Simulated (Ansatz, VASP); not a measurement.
**Si2W in VASP and in Ansatz**

```xyz
3
Lattice="-1.6892 1.5710 3.9400 1.5710 -1.6892 3.9400 1.6410 1.6410 -3.9882" Properties=species:S:1:pos:R:3 pbc="T T T"
Si   -0.0394   -0.0394    2.6240
Si   -0.0788   -0.0788    5.2560
W     0.0000    0.0000    0.0000
```

Change from the starting cell: equal xy, yz and zx shear strains of -3 %.

Alike in both runs: task single point; functional PBE; k mesh 11 × 11 × 14; occupations fermi-dirac, width 0.05 eV; no spin polarisation.

|  | VASP | Ansatz |
| --- | --- | --- |
| version | VASP 6.6.1 | Ansatz 0.2.0 |
| potentials or method | VASP PAW PBE potentials, release 64 (Si, W_sv), cutoff 520 eV | all-electron LAPW, scalar-relativistic |

|  | VASP | Ansatz | Ansatz less VASP |
| --- | --- | --- | --- |
| pressure (GPa) | 2.5 | 2.4 | -0.11 |
| traceless stress, the component that is largest in VASP (GPa) | 6.64 | 6.63 | -0.011 |
| rms of the force components (eV/Å) | 0.093 | 0.095 | +0.0020 |

Atom by atom the forces differ by 0.003 eV/Å (rms over components). Ansatz ran all-electron here, and VASP with PAW potentials.

Neither program's run includes spin-orbit coupling.
